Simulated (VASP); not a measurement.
# GaN (F-43m) in VASP: further runs

The runs below take GaN through vibrations by perturbation theory, with PBE.

All numbers are computed with VASP 6.6.1; they aren't measurements. Logs are shortened: lines on timing, memory, paths and dates and some standing lists are left out, and cuts for length are marked.

## Step 1: The cell of the first run

It takes space group F-43m (No. 216, cubic). Conventional cell: a = 4.478 Å, b = 4.478 Å, c = 4.478 Å, α = 90.00°, β = 90.00°, γ = 90.00°. Ga (site symmetry -43m) has 4 N at 1.94 Å within 2.6 Å. Within 2.6 Å of N (site symmetry -43m) lie 4 Ga at 1.94 Å.

## Step 2: Vibrations by perturbation theory, PBE

INCAR reads:

```
SYSTEM = GaN
PREC = Accurate ; ENCUT = 520
EDIFF = 1E-8 ; ISMEAR = 0
SIGMA = 0.01 ; LREAL = .FALSE.
LASPH = .TRUE. ; NELM = 100
ALGO = Normal ; ISIF = 2
LWAVE = .FALSE. ; LCHARG = .TRUE.
GGA = PE ; IBRION = 8
NSW = 1 ; LEPSILON = .TRUE.
```

KPOINTS reads:

```
regular mesh
0
G
  10 10 10
  0 0 0
```

POSCAR reads:

```
GaN
1.0
    0.0000000000      2.2388127101      2.2388127101
    2.2388127101      0.0000000000      2.2388127101
    2.2388127101      2.2388127101      0.0000000000
Ga N
1 1
Direct
    0.0000000000      0.0000000000      0.0000000000
    0.7500000000      0.7500000000      0.7500000000
```

Potentials or basis: VASP PAW PBE potentials, release 64 (Ga_d, N).

Started as:

```console
> cat potpaw_PBE.64/Ga_d/POTCAR potpaw_PBE.64/N/POTCAR > POTCAR
> mpirun -np 1 vasp_std > vasp.out
```

OUTCAR:

```text
SYSTEM = GaN
   PREC = Accurate
   ENCUT = 520
   EDIFF = 1E-8
   ISMEAR = 0
   LREAL = .FALSE.
   LASPH = .TRUE.
   NELM = 100
   ISIF = 2
   GGA = PE
   IBRION = 8
   NSW = 1
   LEPSILON = .TRUE.

 ion  position               nearest neighbor table
   1  0.000  0.000  0.000-   2 1.94   2 1.94   2 1.94   2 1.94
   2  0.750  0.750  0.750-   1 1.94   1 1.94   1 1.94   1 1.94

  LATTYP: Found a face centered cubic cell.
 ALAT       =     4.4776254202

  Lattice vectors:

 A1 = (   0.0000000000,   2.2388127101,   2.2388127101)
 A2 = (   2.2388127101,   0.0000000000,   2.2388127101)
 A3 = (   2.2388127101,   2.2388127101,   0.0000000000)

Analysis of symmetry for initial positions (statically):
=====================================================================
 Subroutine PRICEL returns:
 Original cell was already a primitive cell.

 Routine SETGRP: Setting up the symmetry group for a
 face centered cubic supercell.

 Subroutine GETGRP returns: Found 24 space group operations
 (whereof 24 operations were pure point group operations)
 out of a pool of 48 trial point group operations.

The static configuration has the point symmetry T_d .

Analysis of symmetry for dynamics (positions and initial velocities):
=====================================================================
 Subroutine PRICEL returns:
 Original cell was already a primitive cell.

 Routine SETGRP: Setting up the symmetry group for a
 face centered cubic supercell.

 Subroutine GETGRP returns: Found 24 space group operations
 (whereof 24 operations were pure point group operations)
 out of a pool of 48 trial point group operations.

The dynamic configuration has the point symmetry T_d .

 Subroutine INISYM returns: Found 24 space group operations
 (whereof 24 operations are pure point group operations),
 and found     1 'primitive' translations

----------------------------------------------------------------------------------------

                                     Primitive cell

  volume of cell :      22.4431

  direct lattice vectors                    reciprocal lattice vectors
     0.000000000  2.238812710  2.238812710    -0.223332661  0.223332661  0.223332661
     2.238812710  0.000000000  2.238812710     0.223332661 -0.223332661  0.223332661
     2.238812710  2.238812710  0.000000000     0.223332661  0.223332661 -0.223332661

  length of vectors
     3.166159298  3.166159298  3.166159298     0.386823516  0.386823516  0.386823516

  position of ions in fractional coordinates (direct lattice)
     0.000000000  0.000000000  0.000000000
     0.750000000  0.750000000  0.750000000

  ion indices of the primitive-cell ions
   primitive index   ion index
                 1           1
                 2           2

----------------------------------------------------------------------------------------

 KPOINTS: regular mesh

Automatic generation of k-mesh.
 Grid dimensions read from file:
 generate k-points for:   10   10   10

 Generating k-lattice:

  Cartesian coordinates                     Fractional coordinates (reciprocal lattice)
    -0.022333266  0.022333266  0.022333266     0.100000000  0.000000000  0.000000000
     0.022333266 -0.022333266  0.022333266     0.000000000  0.100000000  0.000000000
     0.022333266  0.022333266 -0.022333266     0.000000000  0.000000000  0.100000000

  Length of vectors
     0.038682352  0.038682352  0.038682352

  Shift w.r.t. Gamma in fractional coordinates (k-lattice)
     0.000000000  0.000000000  0.000000000

 Subroutine IBZKPT returns following result:
 ===========================================

 Found     47 irreducible k-points:

 Following reciprocal coordinates:
[... 489 lines left out ...]
  energy-cutoff  :      520.00
  volume of cell :       22.44
      direct lattice vectors                 reciprocal lattice vectors
     0.000000000  2.238812710  2.238812710    -0.223332661  0.223332661  0.223332661
     2.238812710  0.000000000  2.238812710     0.223332661 -0.223332661  0.223332661
     2.238812710  2.238812710  0.000000000     0.223332661  0.223332661 -0.223332661

 POSITION                                       TOTAL-FORCE (eV/Angst)
 -----------------------------------------------------------------------------------
      0.00000      0.00000      0.00000        -0.000000     -0.000000     -0.000000
      3.35822      3.35822      3.35822         0.000000      0.000000      0.000000
 -----------------------------------------------------------------------------------
    total drift:                               -0.000002     -0.000002     -0.000002

  FREE ENERGIE OF THE ION-ELECTRON SYSTEM (eV)
  ---------------------------------------------------
  free  energy   TOTEN  =       -12.1234978181 eV

  energy  without entropy=      -12.1234978181  energy(sigma->0) =      -12.12349782

 HEAD OF MICROSCOPIC STATIC DIELECTRIC TENSOR (INDEPENDENT PARTICLE, excluding Hartree and local field effects)
 ------------------------------------------------------
           5.991535     0.000000     0.000000
           0.000000     5.991535     0.000000
           0.000000     0.000000     5.991535
 ------------------------------------------------------

 Free energy of the ion-electron system (eV)
  ---------------------------------------------------
  ---------------------------------------------------
  free energy    TOTEN  =        -0.32588893 eV

  energy without entropy =       -0.32588893

------------------------ aborting loop because EDIFF is reached ----------------------------------------

--------------------------------------- Ionic step        2  -------------------------------------------

------------------------ aborting loop because EDIFF is reached ----------------------------------------

--------------------------------------- Ionic step        3  -------------------------------------------

------------------------ aborting loop because EDIFF is reached ----------------------------------------

 PIEZOELECTRIC TENSOR FIELD DIRECTION 3  (e Angst)
 -----------------------------------------------------------------------------
    -0.00092  1.43511  0.00000           ( -0.00000  0.10133  0.00000)
     1.43511 -0.00092  0.00000           (  0.10133 -0.00000  0.00000)
     0.00000  0.00000  0.00086           (  0.00000  0.00000 -0.00000)

 PIEZOELECTRIC TENSOR FIELD DIRECTION 3  (C/m^2)
 -----------------------------------------------------------------------------
    -0.00066  1.02450  0.00000
     1.02450 -0.00066  0.00000
     0.00000  0.00000  0.00062

--------------------------------------- Ionic step        4  -------------------------------------------

------------------------ aborting loop because EDIFF is reached ----------------------------------------

[... ionic steps 5 to 6 ...]

--------------------------------------- Ionic step        7  -------------------------------------------

 Free energy of the ion-electron system (eV)
  ---------------------------------------------------
  ---------------------------------------------------
  free energy    TOTEN  =        -0.23406221 eV

  energy without entropy =       -0.23406221

------------------------ aborting loop because EDIFF is reached ----------------------------------------

 INTERNAL STRAIN TENSOR  FOR ION    2  DIRECTION 1   (eV/Angst):
 -----------------------------------------------------------------------------
     0.00374  0.00000  0.00000
     0.00000 -0.00531  9.51991
     0.00000  9.51991 -0.00531

 MACROSCOPIC STATIC DIELECTRIC TENSOR (including local field effects in DFT)
 ------------------------------------------------------
           5.863154     0.000000     0.000000
           0.000000     5.863154     0.000000
           0.000000     0.000000     5.863154
 ------------------------------------------------------

 PIEZOELECTRIC TENSOR (including local field effects)  for field in x, y, z        (e  Angst)
          XX          YY          ZZ          XY          YZ          ZX
  --------------------------------------------------------------------------------
  x    -0.00000     0.00000     0.00000     0.00000     1.43650     0.00000
  y     0.00000     0.00000     0.00000     0.00000     0.00000     1.43650
  z     0.00000     0.00000     0.00000     1.43650     0.00000     0.00000

 PIEZOELECTRIC TENSOR (including local field effects)  for field in x, y, z        (C/m^2)
          XX          YY          ZZ          XY          YZ          ZX
  --------------------------------------------------------------------------------
  x    -0.00000     0.00000     0.00000     0.00000     1.02549     0.00000
  y     0.00000     0.00000     0.00000     0.00000     0.00000     1.02549
  z     0.00000     0.00000     0.00000     1.02549     0.00000     0.00000

 BORN EFFECTIVE CHARGES (including local field effects) (in |e|, cummulative output)
 ---------------------------------------------------------------------------------
 ion    1
    1     2.65786     0.00000     0.00000
    2     0.00000     2.65786     0.00000
    3     0.00000     0.00000     2.65786
 ion    2
    1    -2.65786     0.00000     0.00000
    2     0.00000    -2.65786     0.00000
    3     0.00000     0.00000    -2.65786

 INTERNAL STRAIN TENSOR FOR ION    2 for displacements in x,y,z  (eV/Angst):
          X           Y           Z          XY          YZ          ZX
  --------------------------------------------------------------------------------
  x     0.00000    -0.00000    -0.00000     0.00000     9.51991     0.00000
  y    -0.00000     0.00000    -0.00000     0.00000     0.00000     9.51991
  z    -0.00000    -0.00000     0.00000     9.51991     0.00000     0.00000

 SECOND DERIVATIVES (NOT SYMMETRIZED)
 ------------------------------------
               1X          1Y          1Z          2X          2Y          2Z
  1X   -12.999841    0.000000    0.000000   12.999841    0.000000    0.000000
  1Y     0.000000  -12.999841    0.000000    0.000000   12.999841    0.000000
  1Z     0.000000    0.000000  -12.999841    0.000000    0.000000   12.999841
  2X    12.974306    0.000000    0.000000  -12.974306    0.000000    0.000000
  2Y     0.000000   12.974306    0.000000    0.000000  -12.974306    0.000000
  2Z     0.000000    0.000000   12.974306    0.000000    0.000000  -12.974306

 Eigenvectors and eigenvalues of the dynamical matrix
 ----------------------------------------------------

   1 f  =   16.493837 THz   103.633836 2PiTHz  550.175191 cm-1    68.212999 meV
             X         Y         Z           dx          dy          dz
      0.000000  0.000000  0.000000     0.000000    0.409270    0.000000
      3.358219  3.358219  3.358219     0.000000   -0.912413    0.000000
[... 21 lines left out ...]
   6 f/i=    0.006055 THz     0.038044 2PiTHz    0.201971 cm-1     0.025041 meV
             X         Y         Z           dx          dy          dz
      0.000000  0.000000  0.000000     0.000000    0.000000    0.912413
      3.358219  3.358219  3.358219     0.000000    0.000000    0.409270

--------------------------------------------------------------------------------------------------------

 MACROSCOPIC STATIC DIELECTRIC TENSOR IONIC CONTRIBUTION
 ------------------------------------------------------
           4.385672     0.000000     0.000000
           0.000000     4.385672    -0.000000
           0.000000    -0.000000     4.385672
 ------------------------------------------------------

 ELASTIC MODULI CONTR FROM IONIC RELAXATION (kBar)
 Direction    XX          YY          ZZ          XY          YZ          ZX
 --------------------------------------------------------------------------------
 XX          -0.0000      0.0000      0.0000      0.0000     -0.0000      0.0000
 YY           0.0000     -0.0000     -0.0000      0.0000      0.0000     -0.0000
 ZZ           0.0000     -0.0000     -0.0000     -0.0000      0.0000      0.0000
 XY           0.0000      0.0000     -0.0000   -466.7015      0.0000      0.0000
 YZ          -0.0000      0.0000      0.0000      0.0000   -466.7015      0.0000
 ZX           0.0000     -0.0000      0.0000      0.0000      0.0000   -466.7015
 --------------------------------------------------------------------------------

 PIEZOELECTRIC TENSOR IONIC CONTR  for field in x, y, z        (C/m^2)
          XX          YY          ZZ          XY          YZ          ZX
  --------------------------------------------------------------------------------
  x    -0.00000     0.00000     0.00000     0.00000    -1.34620     0.00000
  y     0.00000    -0.00000     0.00000     0.00000     0.00000    -1.34620
  z     0.00000     0.00000    -0.00000    -1.34620     0.00000     0.00000
```

Wall time 3.3 min (1 thread of Intel Xeon Platinum 8488C (Sapphire Rapids), shared host); peak memory 0.25 GiB.

Results:

- Electronic dielectric tensor (diagonal): 5.86
- Born charges (mean of the diagonal): Ga +2.66; N -2.66 e
- Highest phonon frequency at Γ, LO-TO splitting left out: 550 cm⁻¹

Phonon frequencies in cm⁻¹ (negative: imaginary):
```
              q point        frequencies
(0.000, 0.000, 0.000)  0 0 0 550 550 550
```

Electronic dielectric tensor:
```
5.86 0.00 0.00
0.00 5.86 0.00
0.00 0.00 5.86
```

Born effective charge tensors (e):
atom 1, Ga
```
2.66 0.00 0.00
0.00 2.66 0.00
0.00 0.00 2.66
```
atom 2, N
```
-2.66  0.00  0.00
 0.00 -2.66  0.00
 0.00  0.00 -2.66
```

Caveat: the cell wasn't relaxed at this level first, which shifts response properties.

[end of part 1 of 4]
